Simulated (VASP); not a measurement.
# Ga (Pm-3m) in VASP: a series of runs

The runs below take Ga through relaxation of cell and atoms, with PBEsol.

All numbers are computed with VASP 6.6.1; they aren't measurements. Logs are shortened: lines on timing, memory, paths and dates and some standing lists are left out, and cuts for length are marked.

### Step 1. The cell of the first run

Symmetry: Pm-3m, No. 221, cubic system. Conventional cell: a = 2.082 Å, b = 2.082 Å, c = 2.082 Å, α = 90.00°, β = 90.00°, γ = 90.00°. Within 2.8 Å of Ga (site symmetry m-3m) lie 6 Ga at 2.08 Å.

This isn't the form of Ga at room conditions, which is orthorhombic.

### Step 2. Relaxation of cell and atoms, PBEsol, target pressure 230 GPa, at which the enthalpy is minimised

The input, INCAR:

```
PREC = Accurate
ENCUT = 600
EDIFF = 1E-7
ISMEAR = -1
SIGMA = 0.05
LREAL = False
LASPH = True
NELM = 100
ALGO = Normal
ISIF = 3
LWAVE = False
LCHARG = False
GGA = PS
IBRION = 2
NSW = 60
EDIFFG = -0.005
PSTRESS = 2300.0
```

The input, KPOINTS:

```
regular mesh
0
Gamma
  18 18 18
```

The input, POSCAR:

```
Ga
1.0
    2.0821746215      0.0000000000      0.0000000000
    0.0000000000      2.0821746215      0.0000000000
    0.0000000000      0.0000000000      2.0821746215
Ga
1
Direct
    0.0000000000      0.0000000000      0.0000000000
```

Potentials or basis: VASP PAW PBE potentials, release 64 (Ga_d).

Run with:

```
> cat potpaw_PBE.64/Ga_d/POTCAR > POTCAR
> mpirun -np 1 vasp_std > vasp.out
```

OUTCAR:

```text
PREC = Accurate
   ENCUT = 600
   EDIFF = 1E-7
   ISMEAR = -1
   LREAL = False
   LASPH = True
   NELM = 100
   ISIF = 3
   GGA = PS
   IBRION = 2
   NSW = 60
   EDIFFG = -0.005
   PSTRESS = 2300.0

 ion  position               nearest neighbor table
   1  0.000  0.000  0.000-

  LATTYP: Found a simple cubic cell.
 ALAT       =     2.0821746215

  Lattice vectors:

 A1 = (   2.0821746215,   0.0000000000,   0.0000000000)
 A2 = (   0.0000000000,   2.0821746215,   0.0000000000)
 A3 = (   0.0000000000,   0.0000000000,   2.0821746215)

Analysis of symmetry for initial positions (statically):
=====================================================================
 Subroutine PRICEL returns:
 Original cell was already a primitive cell.

 Routine SETGRP: Setting up the symmetry group for a
 simple cubic supercell.

 Subroutine GETGRP returns: Found 48 space group operations
 (whereof 48 operations were pure point group operations)
 out of a pool of 48 trial point group operations.

The static configuration has the point symmetry O_h .

Analysis of symmetry for dynamics (positions and initial velocities):
=====================================================================
 Subroutine PRICEL returns:
 Original cell was already a primitive cell.

 Routine SETGRP: Setting up the symmetry group for a
 simple cubic supercell.

 Subroutine GETGRP returns: Found 48 space group operations
 (whereof 48 operations were pure point group operations)
 out of a pool of 48 trial point group operations.

The dynamic configuration has the point symmetry O_h .

 Subroutine INISYM returns: Found 48 space group operations
 (whereof 48 operations are pure point group operations),
 and found     1 'primitive' translations

----------------------------------------------------------------------------------------

                                     Primitive cell

  volume of cell :       9.0272

  direct lattice vectors                    reciprocal lattice vectors
     2.082174622  0.000000000  0.000000000     0.480267116  0.000000000  0.000000000
     0.000000000  2.082174622  0.000000000     0.000000000  0.480267116  0.000000000
     0.000000000  0.000000000  2.082174622     0.000000000  0.000000000  0.480267116

  length of vectors
     2.082174622  2.082174622  2.082174622     0.480267116  0.480267116  0.480267116

  position of ions in fractional coordinates (direct lattice)
     0.000000000  0.000000000  0.000000000

  ion indices of the primitive-cell ions
   primitive index   ion index
                 1           1

----------------------------------------------------------------------------------------

 KPOINTS: regular mesh

Automatic generation of k-mesh.
 Grid dimensions read from file:
 generate k-points for:   18   18   18

 Generating k-lattice:

  Cartesian coordinates                     Fractional coordinates (reciprocal lattice)
     0.026681506  0.000000000  0.000000000     0.055555556  0.000000000  0.000000000
     0.000000000  0.026681506  0.000000000     0.000000000  0.055555556  0.000000000
     0.000000000  0.000000000  0.026681506     0.000000000  0.000000000  0.055555556

  Length of vectors
     0.026681506  0.026681506  0.026681506

  Shift w.r.t. Gamma in fractional coordinates (k-lattice)
     0.000000000  0.000000000  0.000000000

 Subroutine IBZKPT returns following result:
 ===========================================

 Found    220 irreducible k-points:

 Following reciprocal coordinates:
            Coordinates               Weight
  0.000000  0.000000  0.000000      1.000000
  0.055556  0.000000  0.000000      6.000000
  0.111111  0.000000  0.000000      6.000000
  0.166667  0.000000  0.000000      6.000000
  0.222222  0.000000  0.000000      6.000000
  0.277778  0.000000  0.000000      6.000000
[... 16 lines left out ...]
  0.277778  0.111111  0.000000     24.000000
  0.333333  0.111111  0.000000     24.000000
 [... further k-points ...]
   k-points           NKPTS =    220   k-points in BZ     NKDIM =    220   number of bands    NBANDS=     10
   number of dos      NEDOS =    301   number of ions     NIONS =      1
   total plane-waves  NPLWV =   5832
   dimension x,y,z NGX =    18 NGY =   18 NGZ =   18
   dimension x,y,z NGXF=    36 NGYF=   36 NGZF=   36
   ions per type =               1
   NGX,Y,Z   is equivalent  to a cutoff of  14.37, 14.37, 14.37 a.u.
   NGXF,Y,Z  is equivalent  to a cutoff of  28.74, 28.74, 28.74 a.u.
 SYSTEM =  unknown system
   PREC   = accura    normal or accurate (medium, high low for compatibility)
   ISTART =      0    job   : 0-new  1-cont  2-samecut
   ICHARG =      2    charge: 1-file 2-atom 10-const
   ISPIN  =      1    spin polarized calculation?
   LNONCOLLINEAR =      F non collinear calculations
   LSORBIT =      F    spin-orbit coupling
   LASPH  =      T    aspherical Exc in radial PAW
   ENCUT  =  600.0 eV  44.10 Ry    6.64 a.u.   4.16  4.16  4.16*2*pi/ulx,y,z
   NELM   =    100;   NELMIN=  2; NELMDL= -5     # of ELM steps
   EDIFF  = 0.1E-06   stopping-criterion for ELM
   LREAL  =      F    real-space projection
   EDIFFG = -.5E-02   stopping-criterion for IOM
   NSW    =     60    number of steps for IOM
   IBRION =      2    ionic relax: 0-MD 1-quasi-New 2-CG
   NFREE  =      1    steps in history (QN), initial steepest desc. (CG)
   ISIF   =      3    stress and relaxation
   ISYM   =      2    0-nonsym 1-usesym 2-fastsym
   POTIM  = 0.5000    time-step for ionic-motion
   TEBEG  =    0.0;   TEEND  =   0.0 temperature during run
   PSTRESS= 2300.0 pullay stress
   NELECT =      13.0000    total number of electrons
   NUPDOWN=      -1.0000    fix difference up-down
   EMIN   =  10.00;   EMAX   =-10.00  energy-range for DOS
   EFERMI =   0.00;   METHOD = LEGACY
   ISMEAR =    -1;   SIGMA  =   0.05  broadening in eV -4-tet -1-fermi 0-gaus
   EFERMI_NEDOS =   21; number of points for ismear=-14 and -15
   IALGO  =     38    algorithm
   IMIX   =      4    mixing-type and parameters
     AMIX     =   0.40;   BMIX     =  1.00
     AMIX_MAG =   1.60;   BMIX_MAG =  1.00
  volume/ion in A,a.u.               =       9.03        60.92
  Fermi-wavevector in a.u.,A,eV,Ry     =   1.848724  3.493582 46.501737  3.417781
  Thomas-Fermi vector in A             =   2.899279
   LORBIT       =      0    0 simple, 1 ext, 2 COOP (PROOUT), +10 PAW based schemes
   GGA     = PS    functional components
   LHFCALC =     F    Hartree Fock is set to
   AEXX    =    0.0000 exact exchange contribution
   IVDW    =     0    specifies the selected vdW correction
   LEPSILON=     F    determine dielectric tensor
   LRPA    =     F    only Hartree local field effects (RPA)
 conjugate gradient relaxation of ions
 non-spin polarized calculation
  energy-cutoff  :      600.00
  volume of cell :        9.03
 maximum number of plane-waves:       320
 NGX is ok and might be reduce to    18
   NGX =  9   NGY =  9   NGZ =  9

--------------------------------------- Ionic step        1  -------------------------------------------

 number of electron      12.9999993 magnetization

 Free energy of the ion-electron system (eV)
  ---------------------------------------------------
  ext. energy  EPLUGINS =         0.00000000
  ---------------------------------------------------
  free energy    TOTEN  =         0.50523337 eV

  energy without entropy =        0.50731530  energy(sigma->0) =        0.50627434

------------------------ aborting loop because EDIFF is reached ----------------------------------------

  FORCE on cell =-STRESS in cart. coord.  units (eV):
  Direction    XX          YY          ZZ          XY          YZ          ZX
  --------------------------------------------------------------------------------------
  -------------------------------------------------------------------------------------
  Total       14.0172648     14.0172648     14.0172648      0.0000000      0.0000000      0.0000000
  in kB     2487.8398071   2487.8398071   2487.8398071      0.0000000      0.0000000      0.0000000
  external PRESSURE =     187.8398071 kB  Pullay stress =    2300.0000000 kB

 VOLUME and BASIS-vectors are now :
 -----------------------------------------------------------------------------
  energy-cutoff  :      600.00
  volume of cell :        9.03
      direct lattice vectors                 reciprocal lattice vectors
     2.082174622  0.000000000  0.000000000     0.480267116  0.000000000  0.000000000
     0.000000000  2.082174622  0.000000000     0.000000000  0.480267116  0.000000000
     0.000000000  0.000000000  2.082174622     0.000000000  0.000000000  0.480267116
[... 192 lines left out ...]
  FREE ENERGIE OF THE ION-ELECTRON SYSTEM (eV)
  ---------------------------------------------------
  free  energy   TOTEN  =         0.2238007184 eV

  energy  without entropy=        0.2260005842  energy(sigma->0) =        0.22490065

  enthalpy is  TOTEN    =        13.4531873750 eV   P V=       13.2293866566

--------------------------------------- Ionic step        7  -------------------------------------------

 number of electron      12.9999990 magnetization

 Free energy of the ion-electron system (eV)
  ---------------------------------------------------
  ext. energy  EPLUGINS =         0.00000000
  ---------------------------------------------------
  free energy    TOTEN  =         0.22327463 eV

  energy without entropy =        0.22547471  energy(sigma->0) =        0.22437467

 E-fermi :  14.4635     XC(G=0): -15.2795

 val. band max:       14.4224780247   @ k =   0.4444   0.3333   0.2778
 cond. band min:      14.5006007171   @ k =   0.4444   0.4444   0.3333
 fundamental gap:      0.0781226924
 Fermi energy:        14.4635167082

 k-point     1 :       0.0000    0.0000    0.0000
  band No.  band energies     occupation
      1      -3.7871      2.00000
      2      -3.7871      2.00000
      3      -3.7130      2.00000
      4      -1.0997      2.00000
      5      -1.0997      2.00000
      6      -1.0997      2.00000
      7      29.6822      0.00000
      8      29.6822      0.00000
      9      29.6822      0.00000
     10      33.4287      0.00000

 k-point     2 :       0.0556    0.0000    0.0000
  band No.  band energies     occupation
      1      -3.7786      2.00000
      2      -3.7539      2.00000
      3      -3.5921      2.00000
      4      -1.1247      2.00000
      5      -1.1247      2.00000
      6      -1.0976      2.00000
      7      27.7927      0.00000
      8      29.8205      0.00000
      9      29.8205      0.00000
     10      33.4859      0.00000
[... 274 lines left out ...]
 k-point    24 :       0.3333    0.1111    0.0000
  band No.  band energies     occupation
      1      -3.4643      2.00000
      2      -2.9166      2.00000
      3      -1.9870      2.00000
      4      -1.6847      2.00000
      5      -1.1371      2.00000
      6       1.2554      2.00000
      7      13.6616      2.00000
      8      28.8445      0.00000
      9      34.8646      0.00000
     10      37.2574      0.00000

 [... further k-points ...]

------------------------ aborting loop because EDIFF is reached ----------------------------------------

  FORCE on cell =-STRESS in cart. coord.  units (eV):
  Direction    XX          YY          ZZ          XY          YZ          ZX
  --------------------------------------------------------------------------------------
  -------------------------------------------------------------------------------------
  Total       13.2323367     13.2323367     13.2323367     -0.0000000      0.0000000     -0.0000000
  in kB     2300.4214561   2300.4214561   2300.4214561     -0.0000000      0.0000000     -0.0000000
  external PRESSURE =       0.4214561 kB  Pullay stress =    2300.0000000 kB

 VOLUME and BASIS-vectors are now :
 -----------------------------------------------------------------------------
  energy-cutoff  :      600.00
  volume of cell :        9.22
      direct lattice vectors                 reciprocal lattice vectors
     2.096588691 -0.000000000  0.000000000     0.476965274  0.000000000  0.000000000
    -0.000000000  2.096588691  0.000000000    -0.000000000  0.476965274  0.000000000
    -0.000000000 -0.000000000  2.096588691    -0.000000000 -0.000000000  0.476965274

 POSITION                                       TOTAL-FORCE (eV/Angst)
 -----------------------------------------------------------------------------------
     -0.00000      2.09659      0.00000        -0.000000      0.000000      0.000000
 -----------------------------------------------------------------------------------
    total drift:                               -0.000000      0.000000      0.000000

  FREE ENERGIE OF THE ION-ELECTRON SYSTEM (eV)
  ---------------------------------------------------
  free  energy   TOTEN  =         0.2232746296 eV

  energy  without entropy=        0.2254747086  energy(sigma->0) =        0.22437467

  enthalpy is  TOTEN    =        13.4531870782 eV   P V=       13.2299124486

 reached required accuracy - stopping structural energy minimisation
```

It took 1.9 min on 1 thread of Intel Xeon 8259CL, shared host; peak memory 0.15 GiB.

Results:

```
Free energy                                                : 0.2233 eV
Relaxed volume                                             : 9.22 Å³/atom
Relaxed cell                                               : a = 2.097 Å, b = 2.097 Å, c = 2.097 Å, α = 90.00°, β = 90.00°, γ = 90.00°
Space group after relaxing (to 0.1 Å)                      : Pm-3m (No. 221)
Energy change on relaxing (the run minimises the enthalpy) : -282.0 meV/atom
Ionic steps                                                : 7
Pressure after relaxing                                    : 230.0 GPa
Band gap on the k mesh                                     : zero (an odd number of electrons rules out a gap without spin polarisation)
```

Step by step:
```csv
step,energy change (eV),largest force (eV/Å),pressure (GPa),volume (Å³)
1,0.0000,0.0000,248.78,9.03
2,-1.7072,0.0000,139.12,10.48
3,-0.3040,0.0000,228.86,9.23
4,-0.2868,0.0000,229.85,9.22
5,-0.2813,0.0000,230.19,9.22
6,-0.2814,0.0000,230.17,9.22
7,-0.2820,0.0000,230.04,9.22
```

Final structure:
```
CELL_PARAMETERS angstrom
2.09659 0.00000 0.00000
0.00000 2.09659 0.00000
0.00000 0.00000 2.09659
ATOMIC_POSITIONS crystal
Ga 0.00000 0.00000 0.00000
```

Caveat: the cell is relaxed towards a set pressure, so the run minimises the enthalpy, not the energy; the PAW data sets were made with another functional, which shifts forces and pressure a little.

### Step 3. Relaxation of cell and atoms, PBEsol, target pressure 230 GPa, at which the enthalpy is minimised

This run uses another cell than the first one, of 9.19 Å³/atom.

The input, INCAR:

```
PREC = Accurate
ENCUT = 600
EDIFF = 1E-6
ISMEAR = -1
SIGMA = 0.05
LREAL = F
LASPH = T
NELM = 60
ALGO = Normal
ISIF = 3
LWAVE = F
LCHARG = F
GGA = PS
IBRION = 2
NSW = 32
EDIFFG = -0.005
PSTRESS = 2300.0
```

KPOINTS is that of step 2.

The input, POSCAR:

```
Ga
1.0
    2.0949815187      0.0000000000      0.0000000000
    0.0000000000      2.0949815187      0.0000000000
    0.0000000000      0.0000000000      2.0949815187
Ga
1
Direct
    0.0000000000      0.0000000000      0.0000000000
```

Potentials or basis: VASP PAW PBE potentials, release 64 (Ga_d).

Run with:

```
> cat potpaw_PBE.64/Ga_d/POTCAR > POTCAR
> mpirun -np 1 vasp_std > vasp.out
```

It took 1.9 min on 1 thread of Intel Xeon 8259CL, shared host; peak memory 0.15 GiB.

The run converged. Its results:

```
Free energy                                                : 0.2217 eV
Relaxed volume                                             : 9.22 Å³/atom
Relaxed cell                                               : a = 2.097 Å, b = 2.097 Å, c = 2.097 Å, α = 90.00°, β = 90.00°, γ = 90.00°
Space group after relaxing (to 0.1 Å)                      : Pm-3m (No. 221)
Energy change on relaxing (the run minimises the enthalpy) : -32.0 meV/atom
Ionic steps                                                : 8
Pressure after relaxing                                    : 230.0 GPa
Band gap on the k mesh                                     : zero (an odd number of electrons rules out a gap without spin polarisation)
```

The path:
| step | energy change (eV) | largest force (eV/Å) | pressure (GPa) | volume (Å³) |
| --- | --- | --- | --- | --- |
| 1 | 0.0000 | 0.0000 | 232.10 | 9.19 |
| 2 | -0.2261 | 0.0000 | 216.59 | 9.36 |
| 3 | -0.0348 | 0.0000 | 230.30 | 9.22 |
| 4 | -0.0390 | 0.0000 | 229.56 | 9.22 |
| 5 | -0.0365 | 0.0000 | 230.10 | 9.22 |
| 6 | -0.0372 | 0.0000 | 229.71 | 9.22 |
| 7 | -0.0102 | 0.0000 | 231.53 | 9.20 |
| 8 | -0.0320 | 0.0000 | 229.96 | 9.22 |

Final structure:
```
CELL_PARAMETERS angstrom
2.09667 0.00000 0.00000
0.00000 2.09667 0.00000
0.00000 0.00000 2.09667
ATOMIC_POSITIONS crystal
Ga 0.00000 0.00000 0.00000
```

Levels at points of the mesh, in eV from the Fermi level:
```csv
k point,band 5,band 6,band 7,band 8,band 9,band 10
"(0.00, 0.00, 0.00)",-15.56,-15.56,15.22,15.22,15.22,18.96
"(0.50, 0.00, 0.00)",-15.49,-9.41,-7.17,22.53,23.55,23.55
"(0.50, 0.50, 0.00)",-14.96,-2.28,-2.28,3.16,4.21,29.87
"(0.50, 0.50, 0.50)",-14.91,5.09,5.09,5.09,10.25,11.33
```

Caveat: the cell is relaxed towards a set pressure, so the run minimises the enthalpy, not the energy; the PAW data sets were made with another functional, which shifts forces and pressure a little.
